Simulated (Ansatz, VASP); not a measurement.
Two plane-wave programs on MgS

```xyz
2
Lattice="0.0000 2.7317 2.7317 2.7317 0.0000 2.7317 2.7317 2.7317 0.0000" Properties=species:S:1:pos:R:3 pbc="T T T"
Mg    0.0000    0.0000    0.0000
S     2.7317    2.7317    2.7317
```

Change from the starting cell: strain +0.050 along x and y, +0.050 along z, atoms carried along.

Alike in both runs: task single point; functional PBE; k mesh 8 × 8 × 8; occupations gaussian, width 0.05 eV; no spin polarisation.

|  | VASP | Ansatz |
| --- | --- | --- |
| version | VASP 6.6.1 | Ansatz 0.2.0 |
| potentials or method | VASP PAW PBE potentials, release 64 (Mg, S), cutoff 520 eV | scalar-relativistic, plane waves, PAW |
| valence electrons in the cell | 8 | 16 |

|  | VASP | Ansatz | Ansatz less VASP |
| --- | --- | --- | --- |
| gap on the k mesh at the Fermi level (eV) | 2.44 | 2.46 | +0.021 |
| least direct gap on the mesh (eV) | 2.66 | 2.67 | +0.015 |
| pressure (GPa) | -7.6 | -7.4 | +0.23 |

VASP's potentials hold 8 valence electrons a cell and Ansatz's 16, so a difference there can come from the potentials and not from the codes.
